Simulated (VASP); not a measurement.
Crystal: Ir.

```
CELL_PARAMETERS angstrom
4.30811 0.00000 0.00000
-2.15405 3.73093 0.00000
0.00000 0.00000 2.64087
ATOMIC_POSITIONS crystal
Ir 0.00000 0.00000 0.00000
Ir 0.33333 0.66667 0.50000
Ir 0.66667 0.33333 0.50000
```

```yaml
Program: VASP 6.6.1
Task: relaxation of cell and atoms
Functional: PBEsol
Potentials_or_basis: VASP PAW PBE potentials, release 64 (Ir)
Cutoff: 600 eV
k_mesh: 9 × 9 × 12
Occupations: fermi-dirac, width 0.1 eV
Spin: no spin polarisation
```

At the start: pressure 10.2 GPa; volume 14.15 Å³/atom.

Q: Where does the relaxation end?

A: Over 9 steps the energy falls by 12.2 meV/atom and the volume is 14.53 Å³/atom (+2.7 %); space group P6/mmm (No. 191, to 0.05 Å).

Step by step:
```tsv
step	energy change (eV)	largest force (eV/Å)	pressure (GPa)	volume (Å³)
1	0.0000	0.0000	10.17	42.45
2	0.4078	0.0000	-27.89	48.20
3	-0.0358	0.0000	-0.53	43.65
4	-0.0359	0.0000	-0.11	43.60
5	-0.0359	0.0000	0.08	43.58
6	-0.0362	0.0000	0.28	43.57
7	-0.0366	0.0000	0.19	43.58
8	-0.0365	0.0000	-0.49	43.66
9	-0.0366	0.0000	0.01	43.60
```

Final structure:
```
Ir
1.0
     4.33810    0.00000    0.00000
    -2.16905    3.75691    0.00000
     0.00000    0.00000    2.67500
Ir
3
Direct
  0.00000 0.00000 0.00000
  0.33333 0.66667 0.50000
  0.66667 0.33333 0.50000
```

Caveat: the PAW data sets were made with another functional, which shifts forces and pressure a little.
